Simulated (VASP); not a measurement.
# P: single point with PBEsol

P, a slab with vacuum:

```xyz
4
Lattice="3.2844 0.0000 0.0000 0.0000 34.8747 0.0000 0.0000 0.0000 4.4369" Properties=species:S:1:pos:R:3 pbc="T T T"
P     0.0000   33.8176    2.5850
P     0.0000    1.0571    1.8519
P     1.6422    1.0571    0.3666
P     1.6422   33.8176    4.0703
```

```yaml
Program: VASP 6.6.1
Task: single point
Functional: PBEsol
Potentials_or_basis: VASP PAW PBE potentials, release 64 (P)
Cutoff: 520 eV
k_mesh: 8 × 1 × 6
Occupations: gaussian, width 0.05 eV
Spin: no spin polarisation
```

```json
{"Largest force": "0.022 eV/Å", "Band gap on the k mesh": "0.72 eV"}
```

Forces on the atoms (eV/Å):
```
P    0.000  0.019  0.010
P    0.000 -0.019 -0.010
P    0.000 -0.019  0.010
P    0.000  0.019 -0.010
```

Levels at points of the mesh, in eV from the valence-band top:
| k point | band 7 | band 8 | band 9 | band 10 | band 11 | band 12 | band 13 | band 14 |
| --- | --- | --- | --- | --- | --- | --- | --- | --- |
| (0.00, 0.00, 0.00) | -3.46 | -1.91 | -1.73 | 0.00 | 0.72 | 1.51 | 2.73 | 3.47 |
| (0.50, 0.00, 0.00) | -2.77 | -2.77 | -2.07 | -2.07 | 1.23 | 1.23 | 1.89 | 1.89 |
| (0.00, 0.00, 0.50) | -2.55 | -2.55 | -1.06 | -1.06 | 2.10 | 2.10 | 3.50 | 3.50 |
| (0.50, 0.00, 0.50) | -4.92 | -4.92 | -1.31 | -1.31 | 2.38 | 2.38 | 4.23 | 4.23 |

Run time: 8.2 min on 1 thread of Intel Xeon 8259CL, with other jobs on the host, peak memory 0.56 GiB.

Caveat: there is no dipole correction, which matters where the two faces differ; semilocal functionals underestimate gaps, and a narrow one can read as zero; the PAW data sets were made with another functional, which shifts forces and pressure a little.
